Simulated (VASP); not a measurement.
# Cr (Fd-3m) in VASP: a series of runs, part 2 of 2

VASP 6.6.1.

## Step 5: Single point, BLYP, collinear spin, antiferromagnetic start

This run uses another cell than the first one, of 20.64 Å³/atom, 1.063 times its volume.

File INCAR:

```
SYSTEM = Cr
AGGAC    = 1.0          
AGGAX    = 1.0          
ALDAC    = 0.0          
ALDAX    = 1.0          
ALGO     = Normal         ! electronic algorithm
EDIFF    = 1E-6           ! SCF threshold, eV
ENCUT    = 520            ! plane-wave cutoff, eV
GGA      = B5             ! functional
ISIF     = 2              ! what is computed and relaxed
ISMEAR   = -1             ! smearing method
ISPIN    = 2              ! spin polarisation
LASPH    = .TRUE.         ! aspherical terms in the spheres
LCHARG   = .FALSE.        ! write CHGCAR
LMAXMIX  = 4              ! l up to which the mixer works
LORBIT   = 11             ! projections on sites
LREAL    = .FALSE.        ! projectors in reciprocal space
LWAVE    = .FALSE.        ! write WAVECAR
MAGMOM   = 2.633 -2.633   ! initial moments
NBANDS   = 23             ! bands
NELM     = 150            ! most SCF steps
PREC     = Accurate       ! precision mode
SIGMA    = 0.05           ! smearing width, eV
```

File KPOINTS:

```
k-points
0
G
  16 16 16
  0 0 0
```

File POSCAR:

```
Cr
1.0
    0.0000000000      2.7432689864      2.7432689864
    2.7432689864      0.0000000000      2.7432689864
    2.7432689864      2.7432689864      0.0000000000
Cr
2
Direct
    0.1250000000      0.1250000000      0.1250000000
    0.8750000000      0.8750000000      0.8750000000
```

Potentials or basis: VASP PAW PBE potentials, release 64 (Cr_pv).

Command:

```console
$ cat potpaw_PBE.64/Cr_pv/POTCAR > POTCAR
$ mpirun -np 1 vasp_std > vasp.out
```

OUTCAR:

```text
SYSTEM = Cr
   EDIFF = 1E-6
   ENCUT = 520
   GGA = B5
   ISIF = 2
   ISMEAR = -1
   ISPIN = 2
   LASPH = .TRUE.
   LORBIT = 11
   LREAL = .FALSE.
   NELM = 150
   PREC = Accurate

 ion  position               nearest neighbor table
   1  0.125  0.125  0.125-   2 2.38   2 2.38   2 2.38   2 2.38
   2  0.875  0.875  0.875-   1 2.38   1 2.38   1 2.38   1 2.38

  LATTYP: Found a face centered cubic cell.
 ALAT       =     5.4865379728

  Lattice vectors:

 A1 = (   0.0000000000,   2.7432689864,   2.7432689864)
 A2 = (   2.7432689864,   0.0000000000,   2.7432689864)
 A3 = (   2.7432689864,   2.7432689864,   0.0000000000)

Analysis of symmetry for initial positions (statically):
=====================================================================
 Subroutine PRICEL returns:
[... 1465 lines left out ...]
  energy-cutoff  :      520.00
  volume of cell :       41.29
      direct lattice vectors                 reciprocal lattice vectors
     0.000000000  2.743268986  2.743268986    -0.182264299  0.182264299  0.182264299
     2.743268986  0.000000000  2.743268986     0.182264299 -0.182264299  0.182264299
     2.743268986  2.743268986  0.000000000     0.182264299  0.182264299 -0.182264299

 POSITION                                       TOTAL-FORCE (eV/Angst)
 -----------------------------------------------------------------------------------
      0.68582      0.68582      0.68582         0.000000      0.000000      0.000000
      4.80072      4.80072      4.80072        -0.000000     -0.000000      0.000000
 -----------------------------------------------------------------------------------
    total drift:                               -0.000000      0.000000      0.000000

  FREE ENERGIE OF THE ION-ELECTRON SYSTEM (eV)
  ---------------------------------------------------
  free  energy   TOTEN  =       -13.7094477394 eV

  energy  without entropy=      -13.7020095022  energy(sigma->0) =      -13.70572862

 total charge

# of ion       s       p       d       tot
------------------------------------------
    1        0.392   6.118   4.341  10.851
    2        0.392   6.118   4.341  10.851
--------------------------------------------------
tot          0.785  12.236   8.682  21.703

 magnetization (x)

# of ion       s       p       d       tot
------------------------------------------
    1        0.038  -0.051   2.867   2.854
    2       -0.038   0.051  -2.867  -2.854
--------------------------------------------------
tot         -0.000   0.000   0.000  -0.000
```

OSZICAR:

```text
N       E                     dE             d eps       ncg     rms          rms(c)
DAV:   1     0.249947574948E+03    0.24995E+03   -0.14157E+04 13340   0.115E+03
DAV:   2    -0.652882660508E+01   -0.25648E+03   -0.24841E+03 13606   0.356E+02
DAV:   3    -0.140013040221E+02   -0.74725E+01   -0.74275E+01 16553   0.755E+01
DAV:   4    -0.140811606749E+02   -0.79857E-01   -0.79641E-01 16196   0.736E+00
DAV:   5    -0.140826360456E+02   -0.14754E-02   -0.14709E-02 15218   0.101E+00    0.851E+00
DAV:   6    -0.135986581353E+02    0.48398E+00   -0.45618E+00 14789   0.184E+01    0.607E+00
DAV:   7    -0.136930407084E+02   -0.94383E-01   -0.42414E-01 13732   0.596E+00    0.212E+00
DAV:   8    -0.137055694497E+02   -0.12529E-01   -0.86843E-02 15209   0.193E+00    0.108E+00
DAV:   9    -0.137083378419E+02   -0.27684E-02   -0.44484E-02 15118   0.119E+00    0.445E-01
DAV:  10    -0.137091987178E+02   -0.86088E-03   -0.31236E-03 14999   0.454E-01    0.233E-01
DAV:  11    -0.137094106339E+02   -0.21192E-03   -0.11079E-03 15132   0.241E-01    0.386E-02
DAV:  12    -0.137094398355E+02   -0.29202E-04   -0.89467E-05 14859   0.703E-02    0.132E-02
DAV:  13    -0.137094467564E+02   -0.69209E-05   -0.82472E-06 13655   0.168E-02    0.123E-02
DAV:  14    -0.137094477394E+02   -0.98304E-06   -0.58263E-06 14111   0.157E-02
   1 F= -.13709448E+02 E0= -.13705729E+02  d E =-.743824E-02  mag=     0.0000
```

stdout:

```text
POSCAR found type information on POSCAR Cr
 POSCAR found :  1 types and       2 ions
 scaLAPACK will be used
 -----------------------------------------------------------------------------
|                                                                             |
|                                                                             |
|     You enforced a specific xc type in the INCAR file but a different       |
|     I HOPE YOU KNOW WHAT YOU ARE DOING!                                     |
|                                                                             |
 -----------------------------------------------------------------------------

 LDA part: xc-table for (Slater(with rela. corr.)+VWN5), standard interpolation
 POSCAR, INCAR and KPOINTS ok, starting setup
 FFT: planning ... GRIDC
 FFT: planning ... GRID_SOFT
 FFT: planning ... GRID
 WAVECAR not read
 entering main loop
```

It took 4.5 min on 1 thread of Intel Xeon Platinum 8259CL at 2.50GHz (Skylake/Cascade Lake), shared host; peak memory 0.31 GiB.

Results:

```
Free energy                                           : -13.7094 eV
Pressure                                              : 0.2 GPa
Band gap on the k mesh                                : zero (filled and empty bands overlap)
Net moment                                            : 0.00 μB per cell
Site moments                                          : Cr +2.85, -2.85 μB
Valence electrons inside the program's atomic spheres : Cr 10.85
```

Caveat: the PAW data sets were made with another functional, which shifts forces and pressure a little.

## Step 6: Summary

| task | spin | cell | k mesh | cutoff (eV) | smearing | gap on the mesh (eV) | pressure (GPa) |
| --- | --- | --- | --- | --- | --- | --- | --- |
| single point | off | a = 3.802 Å, angles 60.0°, 2 atoms | 12 × 12 × 12 | 520 | fermi-dirac 0.1 eV | none | -8.3 |
| relaxation of cell and atoms | off | relaxed from a = 3.578 Å, angles 60.0°, 2 atoms | 11 × 11 × 11 | 600 | fermi-dirac 0.1 eV | none | 0.0 |
| single point | off | a = 3.661 Å, angles 60.0°, 2 atoms | 17 × 17 × 17 | 520 | fermi-dirac 0.1 eV | none | 0.2 |
| single point | collinear, antiferromagnetic start | a = 3.880 Å, angles 60.0°, 2 atoms | 16 × 16 × 16 | 520 | fermi-dirac 0.05 eV | none | 0.2 |

Alike in all rows: level BLYP; potentials or basis VASP PAW PBE potentials, release 64 (Cr_pv).

Caveats: the PAW data sets were made with another functional, which shifts forces and pressure a little.

Absolute energies hang on the potentials; compare differences alone.
